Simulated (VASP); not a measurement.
# MgH5W (P6/mmm) in VASP: a series of runs

Runs on MgH5W. Level: PBE. Tasks: single point, relaxation of cell and atoms.

Program: VASP 6.6.1. These are calculated values, not measurements. Logs are shortened: lines on timing, memory, paths and dates and some standing lists are left out, and cuts for length are marked.

### Step 1. The cell of the first run

The structure is hexagonal, space group P6/mmm (No. 191). The conventional cell has a = 3.609 Å, b = 3.609 Å, c = 7.281 Å, α = 90.00°, β = 90.00°, γ = 120.00°. Within 2.4 Å of Mg (site symmetry 6/mmm) lie 2 H at 1.84 Å. Within 2.4 Å of H (site symmetry mmm) lie 4 H at 1.80 Å and 2 W at 1.80 Å. H (site symmetry 6mm) has 1 W at 1.80 Å and 1 Mg at 1.84 Å within 2.4 Å. W (site symmetry 6/mmm) has 8 H at 1.80 Å within 2.4 Å.

### Step 2. Single point, PBE

File INCAR:

```
PREC = Accurate
ENCUT = 520
EDIFF = 1E-6
ISMEAR = 0
SIGMA = 0.1
LREAL = False
LASPH = True
NELM = 80
ALGO = Normal
ISIF = 2
LWAVE = False
LCHARG = False
GGA = PE
NBANDS = 20
```

File KPOINTS:

```
regular mesh
0
Gamma
  6 6 4
```

File POSCAR:

```
MgH5W
1.0
    3.6093018501      0.0000000000      0.0000000000
   -1.8046509251      3.1257470921      0.0000000000
    0.0000000000      0.0000000000      7.2814440957
Mg H W
1 5 1
Direct
    0.0000000000      0.0000000000      0.5000000000
    0.5000000000      0.0000000000      0.0000000000
    0.0000000000      0.5000000000      0.0000000000
    0.5000000000      0.5000000000      0.0000000000
    0.0000000000      0.0000000000      0.7532871572
    0.0000000000      0.0000000000      0.2467128428
    0.0000000000      0.0000000000      0.0000000000
```

Potentials or basis: VASP PAW PBE potentials, release 64 (Mg, H, W_sv).

Launch:

```bash
> cat potpaw_PBE.64/Mg/POTCAR potpaw_PBE.64/H/POTCAR potpaw_PBE.64/W_sv/POTCAR > POTCAR
> mpirun -np 1 vasp_std > vasp.out
```

OUTCAR:

```text
PREC = Accurate
   ENCUT = 520
   EDIFF = 1E-6
   ISMEAR = 0
   LREAL = False
   LASPH = True
   NELM = 80
   ISIF = 2
   GGA = PE

 ion  position               nearest neighbor table
   1  0.000  0.000  0.500-   5 1.84   6 1.84
   2  0.500  0.000  0.000-   7 1.80   7 1.80
   3  0.000  0.500  0.000-   7 1.80   7 1.80
   4  0.500  0.500  0.000-   7 1.80   7 1.80
   5  0.000  0.000  0.753-   7 1.80   1 1.84
   6  0.000  0.000  0.247-   7 1.80   1 1.84
   7  0.000  0.000  0.000-   5 1.80   6 1.80   4 1.80   4 1.80   2 1.80   2 1.80   3 1.80   3 1.80

  LATTYP: Found a hexagonal cell.
 ALAT       =     3.6093018501
 C/A-ratio  =     2.0174106789

  Lattice vectors:

 A1 = (   3.6093018501,   0.0000000000,   0.0000000000)
 A2 = (  -1.8046509251,   3.1257470921,   0.0000000000)
 A3 = (   0.0000000000,   0.0000000000,   7.2814440957)

Analysis of symmetry for initial positions (statically):
=====================================================================
 Subroutine PRICEL returns:
 Original cell was already a primitive cell.

 Routine SETGRP: Setting up the symmetry group for a
 hexagonal supercell.

 Subroutine GETGRP returns: Found 24 space group operations
 (whereof 24 operations were pure point group operations)
 out of a pool of 24 trial point group operations.

The static configuration has the point symmetry D_6h.

Analysis of symmetry for dynamics (positions and initial velocities):
=====================================================================
 Subroutine PRICEL returns:
 Original cell was already a primitive cell.

 Routine SETGRP: Setting up the symmetry group for a
 hexagonal supercell.

 Subroutine GETGRP returns: Found 24 space group operations
 (whereof 24 operations were pure point group operations)
 out of a pool of 24 trial point group operations.

The dynamic configuration has the point symmetry D_6h.

 Subroutine INISYM returns: Found 24 space group operations
 (whereof 24 operations are pure point group operations),
 and found     1 'primitive' translations

----------------------------------------------------------------------------------------

                                     Primitive cell

  volume of cell :      82.1475

  direct lattice vectors                    reciprocal lattice vectors
     3.609301850  0.000000000  0.000000000     0.277061892  0.159961758  0.000000000
    -1.804650925  3.125747092  0.000000000     0.000000000  0.319923516  0.000000000
     0.000000000  0.000000000  7.281444096     0.000000000  0.000000000  0.137335395

  length of vectors
     3.609301850  3.609301850  7.281444096     0.319923516  0.319923516  0.137335395

  position of ions in fractional coordinates (direct lattice)
     0.000000000  0.000000000  0.500000000
     0.500000000  0.000000000  0.000000000
     0.000000000  0.500000000  0.000000000
     0.500000000  0.500000000  0.000000000
     0.000000000  0.000000000  0.753287157
     0.000000000  0.000000000  0.246712843
     0.000000000  0.000000000  0.000000000

  ion indices of the primitive-cell ions
   primitive index   ion index
                 1           1
                 2           2
                 3           3
                 4           4
                 5           5
                 6           6
                 7           7

----------------------------------------------------------------------------------------

 KPOINTS: regular mesh

Automatic generation of k-mesh.
 Grid dimensions read from file:
 generate k-points for:    6    6    4

 Generating k-lattice:

  Cartesian coordinates                     Fractional coordinates (reciprocal lattice)
     0.046176982  0.026660293  0.000000000     0.166666667 -0.000000000  0.000000000
     0.000000000  0.053320586  0.000000000     0.000000000  0.166666667  0.000000000
     0.000000000  0.000000000  0.034333849     0.000000000  0.000000000  0.250000000

  Length of vectors
     0.053320586  0.053320586  0.034333849

  Shift w.r.t. Gamma in fractional coordinates (k-lattice)
     0.000000000  0.000000000  0.000000000

 Subroutine IBZKPT returns following result:
 ===========================================

 Found     21 irreducible k-points:

 Following reciprocal coordinates:
            Coordinates               Weight
  0.000000  0.000000  0.000000      1.000000
  0.166667  0.000000  0.000000      6.000000
  0.333333  0.000000  0.000000      6.000000
  0.500000  0.000000  0.000000      3.000000
  0.166667  0.166667  0.000000      6.000000
  0.333333  0.166667  0.000000     12.000000
[... 13 lines left out ...]
  0.333333  0.166667  0.500000     12.000000
  0.333333  0.333333  0.500000      2.000000
   k-points           NKPTS =     21   k-points in BZ     NKDIM =     21   number of bands    NBANDS=     20
   number of dos      NEDOS =    301   number of ions     NIONS =      7
   total plane-waves  NPLWV =  42336
   dimension x,y,z NGX =    28 NGY =   28 NGZ =   54
   dimension x,y,z NGXF=    56 NGYF=   56 NGZF=  108
   ions per type =               1   5   1
   NGX,Y,Z   is equivalent  to a cutoff of  12.90, 12.90, 12.33 a.u.
   NGXF,Y,Z  is equivalent  to a cutoff of  25.79, 25.79, 24.66 a.u.
 SYSTEM =  unknown system
   PREC   = accura    normal or accurate (medium, high low for compatibility)
   ISTART =      0    job   : 0-new  1-cont  2-samecut
   ICHARG =      2    charge: 1-file 2-atom 10-const
   ISPIN  =      1    spin polarized calculation?
   LNONCOLLINEAR =      F non collinear calculations
   LSORBIT =      F    spin-orbit coupling
   LASPH  =      T    aspherical Exc in radial PAW
   ENCUT  =  520.0 eV  38.22 Ry    6.18 a.u.   6.71  6.71 13.54*2*pi/ulx,y,z
   NELM   =     80;   NELMIN=  2; NELMDL= -5     # of ELM steps
   EDIFF  = 0.1E-05   stopping-criterion for ELM
   LREAL  =      F    real-space projection
   EDIFFG = 0.1E-04   stopping-criterion for IOM
   NSW    =      0    number of steps for IOM
   IBRION =     -1    ionic relax: 0-MD 1-quasi-New 2-CG
   NFREE  =      0    steps in history (QN), initial steepest desc. (CG)
   ISIF   =      2    stress and relaxation
   ISYM   =      2    0-nonsym 1-usesym 2-fastsym
   POTIM  = 0.5000    time-step for ionic-motion
   TEBEG  =    0.0;   TEEND  =   0.0 temperature during run
   PSTRESS=    0.0 pullay stress
   NELECT =      21.0000    total number of electrons
   NUPDOWN=      -1.0000    fix difference up-down
   EMIN   =  10.00;   EMAX   =-10.00  energy-range for DOS
   EFERMI =   0.00;   METHOD = LEGACY
   ISMEAR =     0;   SIGMA  =   0.10  broadening in eV -4-tet -1-fermi 0-gaus
   EFERMI_NEDOS =   21; number of points for ismear=-14 and -15
   IALGO  =     38    algorithm
   IMIX   =      4    mixing-type and parameters
     AMIX     =   0.40;   BMIX     =  1.00
     AMIX_MAG =   1.60;   BMIX_MAG =  1.00
  volume/ion in A,a.u.               =      11.74        79.19
  Fermi-wavevector in a.u.,A,eV,Ry     =   1.039002  1.963429 14.687833  1.079525
  Thomas-Fermi vector in A             =   2.173512
   LORBIT       =      0    0 simple, 1 ext, 2 COOP (PROOUT), +10 PAW based schemes
   GGA     = PE    functional components
   LHFCALC =     F    Hartree Fock is set to
   AEXX    =    0.0000 exact exchange contribution
   IVDW    =     0    specifies the selected vdW correction
   LEPSILON=     F    determine dielectric tensor
   LRPA    =     F    only Hartree local field effects (RPA)
 non-spin polarized calculation
 Gauss-broadening in eV      SIGMA  =   0.10
  energy-cutoff  :      520.00
  volume of cell :       82.15
 maximum number of plane-waves:      2248
 NGX is ok and might be reduce to    28
   NGX = 13   NGY = 13   NGZ = 27

 number of electron      21.0000004 magnetization

 Free energy of the ion-electron system (eV)
  ---------------------------------------------------
  ext. energy  EPLUGINS =         0.00000000
  ---------------------------------------------------
  free energy    TOTEN  =       -27.19111675 eV

  energy without entropy =      -27.16980041  energy(sigma->0) =      -27.18045858

 E-fermi :   1.6896     XC(G=0):  -8.5303

 val. band max:        1.6815792119   @ k =   0.3333   0.1667   0.0000
 cond. band min:       1.8621154236   @ k =   0.5000   0.0000   0.0000
 fundamental gap:      0.1805362116
 Fermi energy:         1.6895819817

 k-point     1 :       0.0000    0.0000    0.0000
  band No.  band energies     occupation
      1     -72.6545      2.00000
      2     -36.9079      2.00000
      3     -36.9079      2.00000
      4     -36.6984      2.00000
      5      -8.4916      2.00000
      6      -4.5373      2.00000
[... 12 lines left out ...]
     19      12.0195      0.00000
     20      12.2628      0.00000

 k-point     2 :       0.1667    0.0000    0.0000
  band No.  band energies     occupation
      1     -72.6537      2.00000
      2     -36.9384      2.00000
      3     -36.9162      2.00000
      4     -36.6963      2.00000
      5      -7.9243      2.00000
      6      -4.3149      2.00000
[... 12 lines left out ...]
     19      10.3557      0.00000
     20      10.8587      0.00000

 k-point     3 :       0.3333    0.0000    0.0000
  band No.  band energies     occupation
      1     -72.6520      2.00000
      2     -36.9987      2.00000
      3     -36.9327      2.00000
      4     -36.6922      2.00000
      5      -6.4924      2.00000
      6      -3.8473      2.00000
[... 12 lines left out ...]
     19       9.6477      0.00000
     20      10.5431      0.00000

 k-point     4 :       0.5000    0.0000    0.0000
  band No.  band energies     occupation
      1     -72.6512      2.00000
      2     -37.0286      2.00000
      3     -36.9410      2.00000
      4     -36.6901      2.00000
      5      -5.4822      2.00000
      6      -3.8387      2.00000
[... 360 lines left out ...]
 k-point    20 :       0.3333    0.1667    0.5000
  band No.  band energies     occupation
      1     -72.6512      2.00000
      2     -37.0139      2.00000
      3     -36.9560      2.00000
      4     -36.6901      2.00000
      5      -5.2944      2.00000
      6      -3.8762      2.00000
[... 12 lines left out ...]
     19       9.5588      0.00000
     20      10.9126      0.00000

 k-point    21 :       0.3333    0.3333    0.5000
  band No.  band energies     occupation
      1     -72.6508      2.00000
      2     -36.9946      2.00000
      3     -36.9946      2.00000
      4     -36.6891      2.00000
      5      -4.0052      2.00000
      6      -4.0052      2.00000
[... 12 lines left out ...]
     19       7.7035      0.00000
     20      11.4625      0.00000

------------------------ aborting loop because EDIFF is reached ----------------------------------------

  FORCE on cell =-STRESS in cart. coord.  units (eV):
  Direction    XX          YY          ZZ          XY          YZ          ZX
  --------------------------------------------------------------------------------------
  -------------------------------------------------------------------------------------
  Total        0.0018053      0.0018053     -0.0352012     -0.0000000     -0.0000000      0.0000000
  in kB        0.0352091      0.0352091     -0.6865520     -0.0000000     -0.0000000      0.0000000
  external PRESSURE =      -0.2053779 kB  Pullay stress =       0.0000000 kB

 VOLUME and BASIS-vectors are now :
 -----------------------------------------------------------------------------
  energy-cutoff  :      520.00
  volume of cell :       82.15
      direct lattice vectors                 reciprocal lattice vectors
     3.609301850  0.000000000  0.000000000     0.277061892  0.159961758  0.000000000
    -1.804650925  3.125747092  0.000000000     0.000000000  0.319923516  0.000000000
     0.000000000  0.000000000  7.281444096     0.000000000  0.000000000  0.137335395

 POSITION                                       TOTAL-FORCE (eV/Angst)
 -----------------------------------------------------------------------------------
      0.00000      0.00000      3.64072        -0.000000     -0.000000      0.000000
      1.80465      0.00000      0.00000        -0.000000     -0.000000      0.000000
     -0.90233      1.56287      0.00000        -0.000000     -0.000000      0.000000
      0.90233      1.56287      0.00000        -0.000000     -0.000000      0.000000
      0.00000      0.00000      5.48502         0.000000      0.000000      0.002168
      0.00000      0.00000      1.79643        -0.000000     -0.000000     -0.002168
      0.00000      0.00000      0.00000        -0.000000     -0.000000      0.000000
 -----------------------------------------------------------------------------------
    total drift:                               -0.000000     -0.000000     -0.000000

  FREE ENERGIE OF THE ION-ELECTRON SYSTEM (eV)
  ---------------------------------------------------
  free  energy   TOTEN  =       -27.1911167485 eV

  energy  without entropy=      -27.1698004068  energy(sigma->0) =      -27.18045858
```

Run time: 33 s. Hardware: 1 thread of Intel Xeon Platinum 8375C at 2.90GHz (Ice Lake), shared host; peak memory 0.21 GiB.

Results:

```
Free energy : -27.1911 eV
Pressure    : 0.0 GPa
```

Forces on the atoms (eV/Å):
```
Mg   0.000  0.000  0.000
H    0.000  0.000  0.000
H    0.000  0.000  0.000
H    0.000  0.000  0.000
H    0.000  0.000  0.002
H    0.000  0.000 -0.002
W    0.000  0.000  0.000
```

Levels at points of the mesh, in eV from the Fermi level:
```tsv
k point	band 8	band 9	band 10	band 11	band 12	band 13
(0.00, 0.00, 0.00)	-4.43	-4.19	-1.84	0.74	0.74	5.54
(0.50, 0.00, 0.00)	-2.96	-1.35	0.17	0.33	0.47	0.75
(0.00, 0.00, 0.50)	-4.43	-4.43	-0.20	0.74	0.74	3.17
(0.50, 0.00, 0.50)	-3.67	-1.57	0.32	0.47	0.66	0.75
```

Caveat: spin-orbit coupling is left out, which moves the levels of the heavy elements.

(Part 1 of 2 ends here.)
